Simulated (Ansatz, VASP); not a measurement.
**One calculation of B, two programs**

INCAR

```
  PREC = Accurate
  ENCUT = 520
  EDIFF = 1E-6
  ISMEAR = -1
  SIGMA = 0.1
  LREAL = F
  LASPH = T
  NELM = 80
  ALGO = Normal
  ISIF = 2
  LWAVE = F
  LCHARG = F
  GGA = PS
  NBANDS = 8
```

Contents of KPOINTS:

```
Automatic mesh
0
Gamma
  19 19 19
```

POSCAR

```
B
1.0
    1.9485262276      0.0000000000      0.0000000000
    0.0000000000      1.9485262276      0.0000000000
    0.0000000000      0.0000000000      1.9485262276
B
1
Direct
    0.0000000000      0.0000000000      0.0000000000
```

Input for Ansatz:

```yaml
crystal:
  lattice:
    - [1.9485262276, 0.0, 0.0]
    - [0.0, 1.9485262276, 0.0]
    - [0.0, 0.0, 1.9485262276]
  atoms:
    - { symbol: B, position: [0.0, 0.0, 0.0] }
hamiltonian:
  xc: pbesol
  pseudopotentials:
    kind: paw
    azcp:
      B: "pseudopotentials/B.paw.azcp"
basis:
  ecutwfc: 420
  fft_grid_basis: typed
kpoints:
  mp_grid: { grid: [19, 19, 19], shift: [0, 0, 0] }
magnetization:
  spin_polarized: false
scf:
  occupations: { method: fermi_dirac, width: 0.1 }
  lower_state_search: "off"
output:
  stress: true
  write_density: true
  write_potential: true
  elf: true
  volumetric_format: npy
```

Alike in both runs: task single point; functional PBEsol; k mesh 19 × 19 × 19; occupations fermi-dirac, width 0.1 eV; no spin polarisation.

|  | VASP | Ansatz |
| --- | --- | --- |
| version | VASP 6.6.1 | Ansatz 0.2.0 |
| potentials or method | VASP PAW PBE potentials, release 64 (B), cutoff 520 eV | plane waves (420 eV) with PAW, scalar-relativistic |
| valence electrons in the cell | 3 | 3 |

|  | VASP | Ansatz | Ansatz less VASP |
| --- | --- | --- | --- |
| pressure (GPa) | -21.9 | -22.1 | -0.21 |

VASP's potentials were made for PBE, not for PBEsol, and Ansatz warns of the same on its side.
